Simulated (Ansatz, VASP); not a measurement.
## One calculation of TaBi2O5, two programs

The input INCAR:

```
  PREC = Accurate
  ENCUT = 600
  EDIFF = 1E-6
  ISMEAR = 0
  SIGMA = 0.15
  LREAL = False
  LASPH = True
  NELM = 80
  ALGO = Normal
  ISIF = 3
  LWAVE = False
  LCHARG = False
  GGA = PE
  IBRION = 2
  NSW = 36
  EDIFFG = -0.08
```

KPOINTS

```
regular mesh
0
Gamma
  4 4 4
```

File POSCAR:

```
TaBi2O5
1.0
   -1.9250000000      1.9250000000      8.0000000000
    1.9250000000     -1.9250000000      8.0000000000
    1.9250000000      1.9250000000     -8.0000000000
Ta Bi O
1 2 5
Direct
    0.0150000000      0.0150000000      0.0000000000
    0.3300000000      0.3300000000      0.0000000000
    0.6700000000      0.6700000000      0.0000000000
    0.1300000000      0.1300000000      0.0000000000
    0.0000000000      0.5000000000      0.5000000000
    0.5000000000      0.0000000000      0.5000000000
    0.2500000000      0.7500000000      0.5000000000
    0.7500000000      0.2500000000      0.5000000000
```

Input for Ansatz:

```yaml
crystal:
  lattice:
    - [-1.925, 1.925, 8.0]
    - [1.925, -1.925, 8.0]
    - [1.925, 1.925, -8.0]
  atoms:
    - { symbol: Ta, position: [0.015, 0.015, 0.0] }
    - { symbol: Bi, position: [0.33, 0.33, 0.0] }
    - { symbol: Bi, position: [0.67, 0.67, 0.0] }
    - { symbol: O, position: [0.13, 0.13, 0.0] }
    - { symbol: O, position: [0.0, 0.5, 0.5] }
    - { symbol: O, position: [0.5, 0.0, 0.5] }
    - { symbol: O, position: [0.25, 0.75, 0.5] }
    - { symbol: O, position: [0.75, 0.25, 0.5] }
basis:
  ecutwfc: 420
kpoints:
  mp_grid: { grid: [4, 4, 4] }
hamiltonian:
  xc: pbe
scf:
  occupations: { method: gaussian, width: 0.15 }
  lower_state_search: "off"
output:
  forces: true
  stress: true
  eigenvalues: true
relax:
  adjacent_minimum: "off"
  f_tol: 0.08
  max_steps: 16
  cell: { stress_tol: 0.8 }
```

Alike in both runs: task relaxation of cell and atoms; functional PBE; k mesh 4 × 4 × 4; occupations gaussian, width 0.15 eV; no spin polarisation.

|  | VASP | Ansatz |
| --- | --- | --- |
| version | VASP 6.6.1 | Ansatz 0.2.0 |
| potentials or method | VASP PAW PBE potentials, release 64 (Ta_pv, Bi_d, O), cutoff 600 eV | scalar-relativistic, plane waves, PAW |
| valence electrons in the cell | 71 | 73 |

```tsv
	VASP	Ansatz	Ansatz less VASP
gap on the k mesh at the Fermi level, each at its own relaxed structure (eV)	none	none	-
relaxed volume (Å³/atom)	15.96	16.03	+0.067
relaxed cell length with the largest relative difference (Å)	8.981	9.021	+0.0402
```

A gap of «none» marks a metal or a gap that the smearing closes. VASP's potentials hold 71 valence electrons a cell and Ansatz's 73, so a difference there can come from the potentials and not from the codes.

The k mesh is coarse, so the values compare programs but aren't converged. Neither program's run includes spin-orbit coupling.
